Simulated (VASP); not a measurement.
# Ru (Cmcm) in VASP: notebook, part 2 of 2

VASP 6.6.1. The steps go on from the part before.

## 3. Single point, PBE (strain +0.1500 x Voigt [1, -1, 0, 0, 0, 0])

Input file INCAR:

```
PREC = Accurate ; ENCUT = 520
EDIFF = 1E-7 ; ISMEAR = 0
SIGMA = 0.15 ; LREAL = F
LASPH = T ; NELM = 60
ALGO = Fast ; ISIF = 2
LWAVE = F ; LCHARG = F
GGA = PE ; NBANDS = 21
```

Input file KPOINTS:

```
Automatic mesh
0
Gamma
  24 24 12
```

Input file POSCAR:

```
Ru
1.0
    3.1116692344      0.0000000000      0.0000000000
   -1.5558346172      1.9917973168      0.0000000000
    0.0000000000      0.0000000000      4.2819000000
Ru
2
Direct
    0.3333333333      0.6666666667      0.2500000000
    0.6666666667      0.3333333333      0.7500000000
```

Potentials or basis: VASP PAW PBE potentials, release 64 (Ru_pv).

Launch:

```bash
$ cat potpaw_PBE.64/Ru_pv/POTCAR > POTCAR
$ mpirun -np 1 vasp_std > vasp.out
```

Wall time 4.7 min (1 thread of Intel Xeon Platinum 8375C at 2.90GHz (Ice Lake), shared host); peak memory 0.54 GiB.

It converged, with:

```
Free energy            : -17.3025 eV
Pressure               : 28.3 GPa
Largest force          : 1.255 eV/Å
Band gap on the k mesh : zero (bands 14 and 15 overlap by 3.11 eV)
```

Forces on the atoms (eV/Å):
```
Ru   0.000 -1.255  0.000
Ru   0.000  1.255  0.000
```

Stress tensor (GPa, compression positive):
```
14.32  0.00  0.00
 0.00 61.42  0.00
 0.00  0.00  9.06
```

Levels at points of the mesh, in eV from the Fermi level:
| k point | band 12 | band 13 | band 14 | band 15 | band 16 | band 17 |
| --- | --- | --- | --- | --- | --- | --- |
| (0.00, 0.00, 0.00) | -1.51 | -1.22 | 0.24 | 0.50 | 0.70 | 1.09 |
| (0.50, 0.00, 0.00) | -2.24 | -1.19 | -0.05 | 0.29 | 1.84 | 4.05 |
| (0.00, 0.50, 0.00) | -1.01 | 0.11 | 1.28 | 2.70 | 3.05 | 5.76 |
| (0.00, 0.00, 0.50) | -3.18 | -0.51 | -0.51 | 0.11 | 0.11 | 1.34 |
| (0.50, 0.00, 0.50) | -0.74 | 0.21 | 0.21 | 0.69 | 0.69 | 3.15 |
| (0.00, 0.50, 0.50) | -2.69 | 0.83 | 0.83 | 2.87 | 2.87 | 5.62 |

Caveat: the cell differs from its parent crystal (strain +0.1500 x Voigt [1, -1, 0, 0, 0, 0]); the stress differs along the axes, from 9 to 61 GPa; forces of over 1 eV/Å act on the atoms, so gaps and moduli don't describe the material at rest.

## 4. Single point, PBE (strain +0.1312 x Voigt [1, -1, 0, 0, 0, 0])

Input file INCAR:

```
PREC = Accurate ; ENCUT = 520
EDIFF = 1E-6 ; ISMEAR = 0
SIGMA = 0.15 ; LREAL = False
LASPH = True ; NELM = 60
ALGO = Fast ; ISIF = 2
LWAVE = False ; LCHARG = True
GGA = PE ; LELF = True
LVHAR = True ; NBANDS = 21
```

Input file KPOINTS:

```
regular mesh
0
Gamma
  24 24 12
```

Input file POSCAR:

```
Ru
1.0
    3.0608002069      0.0000000000      0.0000000000
   -1.5304001034      2.0358511869      0.0000000000
    0.0000000000      0.0000000000      4.2819000000
Ru
2
Direct
    0.3333333333      0.6666666667      0.2500000000
    0.6666666667      0.3333333333      0.7500000000
```

Potentials or basis: VASP PAW PBE potentials, release 64 (Ru_pv).

Launch:

```bash
$ cat potpaw_PBE.64/Ru_pv/POTCAR > POTCAR
$ mpirun -np 1 vasp_std > vasp.out
```

OUTCAR:

```text
PREC = Accurate
   ENCUT = 520
   EDIFF = 1E-6
   ISMEAR = 0
   LREAL = False
   LASPH = True
   NELM = 60
   ISIF = 2
   GGA = PE

 ion  position               nearest neighbor table
   1  0.333  0.667  0.250-   2 2.53   2 2.53   2 2.72   2 2.72   2 2.72   2 2.72
   2  0.667  0.333  0.750-   1 2.53   1 2.53   1 2.72   1 2.72   1 2.72   1 2.72

  Warning from LATTYP: Monoclinic adjustment (A1->A3, A2->A1, A3->A2)!
  LATTYP: Found a base centered orthorhombic cell.
 ALAT       =     3.0608002069
 B/A-ratio  =     1.3302738168
 C/A-ratio  =     1.3989478929

  Lattice vectors:

 A1 = (   1.5304001034,  -2.0358511869,   0.0000000000)
 A2 = (   1.5304001035,   2.0358511869,   0.0000000000)
 A3 = (   0.0000000000,   0.0000000000,   4.2819000000)

Analysis of symmetry for initial positions (statically):
=====================================================================
 Subroutine PRICEL returns:
 Original cell was already a primitive cell.

 Routine SETGRP: Setting up the symmetry group for a
 base centered orthorhombic supercell.

 Subroutine GETGRP returns: Found  8 space group operations
 (whereof  4 operations were pure point group operations)
[... 164 lines left out ...]

  energy without entropy =      -17.47532836  energy(sigma->0) =      -17.48824470

 E-fermi :  13.2771     XC(G=0): -14.1960

 val. band max:       13.2764214353   @ k =   0.0833  -0.0000   0.1667
 cond. band min:      13.2775990772   @ k =   0.5000  -0.0000   0.4167
 fundamental gap:      0.0011776419
 Fermi energy:        13.2771048218

 k-point     1 :       0.0000    0.0000    0.0000
  band No.  band energies     occupation
      1     -30.4805      2.00000
      2     -29.4865      2.00000
      3     -29.4012      2.00000
      4     -29.3448      2.00000
      5     -29.2595      2.00000
      6     -29.2143      2.00000
[... 565 lines left out ...]
     20      23.7320      0.00000
     21      24.3750      0.00000

 [... further k-points ...]

------------------------ aborting loop because EDIFF is reached ----------------------------------------

  FORCE on cell =-STRESS in cart. coord.  units (eV):
  Direction    XX          YY          ZZ          XY          YZ          ZX
  --------------------------------------------------------------------------------------
  -------------------------------------------------------------------------------------
  Total        0.4269472     10.0031963      1.3138687      0.0000000      0.0000000      0.0000000
  in kB       25.6370024    600.6643291     78.8941908      0.0000000      0.0000000      0.0000000
  external PRESSURE =     235.0651741 kB  Pullay stress =       0.0000000 kB

 VOLUME and BASIS-vectors are now :
 -----------------------------------------------------------------------------
  energy-cutoff  :      520.00
  volume of cell :       26.68
      direct lattice vectors                 reciprocal lattice vectors
     3.060800207  0.000000000  0.000000000     0.326711949  0.245597519  0.000000000
    -1.530400103  2.035851187  0.000000000     0.000000000  0.491195037  0.000000000
     0.000000000  0.000000000  4.281900000     0.000000000  0.000000000  0.233541185

 POSITION                                       TOTAL-FORCE (eV/Angst)
 -----------------------------------------------------------------------------------
     -0.00000      1.35723      1.07048        -0.000000     -1.031260     -0.000000
      1.53040      0.67862      3.21143         0.000000      1.031260      0.000000
 -----------------------------------------------------------------------------------
    total drift:                               -0.000000      0.000000     -0.000000

  FREE ENERGIE OF THE ION-ELECTRON SYSTEM (eV)
  ---------------------------------------------------
  free  energy   TOTEN  =       -17.5011610396 eV

  energy  without entropy=      -17.4753283635  energy(sigma->0) =      -17.48824470
```

Run time: 4.1 min. Hardware: 1 thread of Intel Xeon Platinum 8375C at 2.90GHz (Ice Lake), shared host; peak memory 0.54 GiB.

Results:

```yaml
Free_energy: -17.5012 eV
Pressure: 23.5 GPa
Largest_force: 1.031 eV/Å
Band_gap_on_the_k_mesh: zero (bands 14 and 15 overlap by 3.13 eV)
```

Forces on the atoms (eV/Å):
```
Ru   0.000 -1.031  0.000
Ru   0.000  1.031  0.000
```

Caveat: the cell differs from its parent crystal (strain +0.1312 x Voigt [1, -1, 0, 0, 0, 0]); the stress differs along the axes, from 3 to 60 GPa; forces of over 1 eV/Å act on the atoms, so gaps and moduli don't describe the material at rest.

## 5. Summary

| cell | further INCAR settings | gap on the mesh (eV) | pressure (GPa) | largest force (eV/Å) |
| --- | --- | --- | --- | --- |
| a = 2.300, b = 2.930, c = 4.282 Å, angles 90.0, 90.0, 113.1°, 2 atoms | ALGO = Fast; EDIFF = 1e-06; NBANDS = 21 | none | 39.7 | 0.70 |
| a = 3.112, b = 2.527, c = 4.282 Å, angles 90.0, 90.0, 128.0°, 2 atoms | ALGO = Fast; EDIFF = 1e-07; NBANDS = 21 | none | 28.3 | 1.25 |
| a = 3.061, b = 2.547, c = 4.282 Å, angles 90.0, 90.0, 126.9°, 2 atoms | ALGO = Fast; EDIFF = 1e-06; NBANDS = 21 | none | 23.5 | 1.03 |

Alike in all rows: task single point; level PBE; potentials or basis VASP PAW PBE potentials, release 64 (Ru_pv); no spin polarisation; k mesh 24 × 24 × 12; cutoff (eV) 520; smearing gaussian 0.15 eV.

Caveats: forces of over 1 eV/Å act on the atoms, so gaps and moduli don't describe the material at rest (at least some runs); the stress differs along the axes, from -18 to 119 GPa (at least some runs); the stress differs along the axes, from 9 to 61 GPa (at least some runs); the stress differs along the axes, from 3 to 60 GPa (at least some runs).

Absolute energies hang on the potentials; compare differences alone.
